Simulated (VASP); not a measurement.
A run of VASP 6.6.1 is set up as follows.

Contents of POSCAR:

```
Y
1.0
    3.5143210000      0.0000000000      0.0000000000
    1.7571605000      3.0434912631      0.0000000000
    1.7571605000      1.0144970877      2.8694310808
Y
1
Direct
    0.0000000000      0.0000000000      0.0000000000
```

INCAR.step1

```
SYSTEM = Y
ALGO = Normal ; EDIFF = 1E-4
ENCUT = 520 ; GGA = PE
ISMEAR = -1 ; LASPH = .TRUE.
LCHARG = .FALSE. ; LREAL = .FALSE.
LWAVE = .TRUE. ; NBANDS = 12
NELM = 60 ; PREC = Accurate
SIGMA = 0.05
```

The input INCAR.step2:

```
SYSTEM = Y
ALGO = Normal ; EDIFF = 1E-6
ENCUT = 520 ; ISIF = 2
ISMEAR = -1 ; ISTART = 1
LASPH = .TRUE. ; LCHARG = .FALSE.
LMIXTAU = .TRUE. ; LREAL = .FALSE.
LWAVE = .FALSE. ; METAGGA = R2SCAN
NBANDS = 12 ; NELM = 60
PREC = Accurate ; SIGMA = 0.05
```

The input KPOINTS:

```
k-points
0
G
  8 8 8
  0 0 0
```

Potentials or basis: VASP PAW PBE potentials, release 64 (Y_sv).

The run is started by

```bash
$ cat potpaw_PBE.64/Y_sv/POTCAR > POTCAR
$ cp INCAR.step1 INCAR
$ mpirun -np 1 vasp_std > vasp.out
$ cp INCAR.step2 INCAR
$ mpirun -np 1 vasp_std > vasp.out
```

What does it give for the pressure?

3.2 GPa.

Estimate the band gap on the k mesh.

zero (an odd number of electrons rules out a gap without spin polarisation).

Caveat: the cell stands under pressure; the PAW data sets were made with another functional, which shifts forces and pressure a little.
